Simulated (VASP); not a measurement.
Runs of VASP 6.6.1 on Cu. The structure is that of space group Fm-3m (No. 225), or close to it. The cells are those of the table. 

```tsv
cell	gap on the mesh (eV)	pressure (GPa)
a = 2.580, b = 2.580, c = 3.472 Å, 2 atoms	none	-0.9
a = 2.516, b = 2.516, c = 3.648 Å, 2 atoms	none	-0.9
a = 2.510, b = 2.510, c = 3.648 Å, 2 atoms	none	-0.1
a = 2.475, b = 2.475, c = 3.791 Å, 2 atoms	none	-1.5
a = 2.580, b = 2.516, c = 3.559 Å, 2 atoms	none	-0.9
a = 2.491, b = 2.491, c = 3.791 Å, 2 atoms	none	(a)
a = 2.428, b = 2.520, c = 3.684 Å, 2 atoms	none	3.5
a = 2.529, b = 2.529, c = 3.577 Å, 2 atoms	none	(b)
a = 2.428, b = 2.554, c = 3.612 Å, 2 atoms	none	5.6
a = 2.491, b = 2.491, c = 3.720 Å, 2 atoms	none	(c)
a = 2.504, b = 2.504, c = 3.720 Å, 2 atoms	none	-2.3
```

Alike in all rows: task single point; level r2SCAN; potentials or basis VASP PAW PBE potentials, release 64 (Cu); no spin polarisation; k mesh 20 × 20 × 14; cutoff (eV) 520; smearing gaussian 0.1 eV.

Q: Fill in the values left out.

A: (a) -3.4; (b) 0.6; (c) -0.7.

Caveats: the PAW data sets were made with another functional, which shifts forces and pressure a little.

A gap of «none» marks levels without a gap at the run's occupations.
